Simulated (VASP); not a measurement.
SnO:

```
Sn O
1.0
     3.86388    0.00000    0.00000
     0.00000    3.86388    0.00000
     0.00000    0.00000    4.95122
Sn O
2 2
Direct
  0.50000 0.00000 0.76463
  0.00000 0.50000 0.23537
  0.00000 0.00000 0.00000
  0.50000 0.50000 0.00000
```

Base run:

```yaml
Program: VASP 6.6.1
Functional: SVWN5
Potentials_or_basis: VASP PAW PBE potentials, release 64 (Sn_d, O_h)
Cutoff: 910 eV
k_mesh: 7 × 7 × 6
Occupations: fermi-dirac, width 0.05 eV
Spin: no spin polarisation
```

Its results: band gap on the k mesh 0.59 eV (least direct gap 1.98 eV); pressure -6.5 GPa; largest force 0.664 eV/Å.

Q: The run is repeated on the same cell with these changes: functional from SVWN5 to b88 exchange, pbe correlation; potentials or basis from VASP PAW PBE potentials, release 64 (Sn_d, O_h) to VASP PAW PBE potentials, release 64 (Sn_d, O); cutoff from 910 eV to 600 eV. What comes out?

A: Band gap on the k mesh 0.54 eV (least direct gap 2.01 eV); pressure -0.2 GPa; largest force 0.112 eV/Å.

Caveats: the PAW data sets were made with another functional, which shifts forces and pressure a little; spin-orbit coupling is left out, which moves the levels of the heavy elements; an odd mesh through Γ misses points on the zone boundary, where band edges can lie; the cutoff is under 1.25 times the usual one of these potentials, so pressure, stress and relaxed cells hold a basis-set (Pulay) error (at least some runs); the cell stands under tension (at least some runs).
